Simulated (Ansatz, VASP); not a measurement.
## Pb in VASP and in Ansatz

The input INCAR:

```
ALGO     = Normal         # electronic algorithm
EDIFF    = 1E-6           # SCF threshold, eV
ENCUT    = 520            # plane-wave cutoff, eV
GGA      = PE             # functional
ISIF     = 2              # what is computed and relaxed
ISMEAR   = -1             # smearing method
LASPH    = T              # aspherical terms in the spheres
LCHARG   = F              # write CHGCAR
LREAL    = F              # projectors in reciprocal space
LWAVE    = F              # write WAVECAR
NBANDS   = 21             # bands
NELM     = 80             # most SCF steps
PREC     = Accurate       # precision mode
SIGMA    = 0.05           # smearing width, eV
```

File KPOINTS:

```
k-points
0
Gamma
  14 14 8
```

File POSCAR:

```
Pb
1.0
    3.5388106615      0.0000000000      0.0000000000
   -1.7694053308      3.0646999320      0.0000000000
    0.0000000000      0.0000000000      5.8690854987
Pb
2
Direct
    0.3333333333      0.6666666667      0.2500000000
    0.6666666667      0.3333333333      0.7500000000
```

Input for Ansatz:

```yaml
crystal:
  lattice:
    - [3.5388106615, 0.0, 0.0]
    - [-1.7694053308, 3.064699932, 0.0]
    - [0.0, 0.0, 5.8690854987]
  atoms:
    - { symbol: Pb, position: [0.3333333333, 0.6666666667, 0.25] }
    - { symbol: Pb, position: [0.6666666667, 0.3333333333, 0.75] }
kpoints:
  mp_grid: { grid: [14, 14, 8] }
scf:
  occupations: { method: fermi_dirac, width: 0.05 }
hamiltonian:
  xc: pbe
  pseudopotentials: { kind: nc }
output:
  forces: true
  stress: true
  eigenvalues: true
```

Change from the starting cell: volume scaled by 1, norm-conserving files.

Alike in both runs: task single point; functional PBE; k mesh 14 × 14 × 8; occupations fermi-dirac, width 0.05 eV; no spin polarisation.

```csv
,VASP,Ansatz
version,VASP 6.6.1,Ansatz 0.2.0
potentials or method,"VASP PAW PBE potentials, release 64 (Pb_d)","norm-conserving pseudopotentials, scalar-relativistic"
plane-wave cutoff (eV),520,850
valence electrons in the cell,28,28
```

VASP gave:

- pressure (GPa): 0.0

Problem. Estimate Ansatz's values.

Solution. Pressure (GPa): 0.1.

Spin-orbit coupling is off throughout.
